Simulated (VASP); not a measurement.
A run of VASP 6.6.1 is set up as follows.

The input INCAR:

```
SYSTEM = MnPt2
PREC = Accurate
ENCUT = 520
EDIFF = 1E-6
ISMEAR = 0
SIGMA = 0.1
LREAL = .False.
LASPH = .True.
NELM = 150
ALGO = Fast
ISIF = 2
LWAVE = .False.
LCHARG = .False.
ISPIN = 2
MAGMOM = 4 -1 -1
LORBIT = 11
LMAXMIX = 4
GGA = PE
NBANDS = 28
```

KPOINTS

```
regular mesh
0
Gamma
  18 18 8
  0 0 0
```

Contents of POSCAR:

```
MnPt2
1.0
    2.8584044518      0.0000000000      0.0000000000
   -1.4292022259      2.4754508696      0.0000000000
    0.0000000000      0.0000000000      6.5325040000
Mn Pt
1 2
Direct
    0.0000000000      0.0000000000      0.0000000000
    0.3333333333      0.6666666667      0.6837940000
    0.6666666667      0.3333333333      0.3162060000
```

Potentials or basis: VASP PAW PBE potentials, release 64 (Mn_pv, Pt).

The run is started by

```console
$ cat potpaw_PBE.64/Mn_pv/POTCAR potpaw_PBE.64/Pt/POTCAR > POTCAR
$ mpirun -np 1 vasp_std > vasp.out
```

(1) What does it give for the pressure?

(2) Estimate the largest force.

Results:

(1) -0.5 GPa.

(2) 0.030 eV/Å.
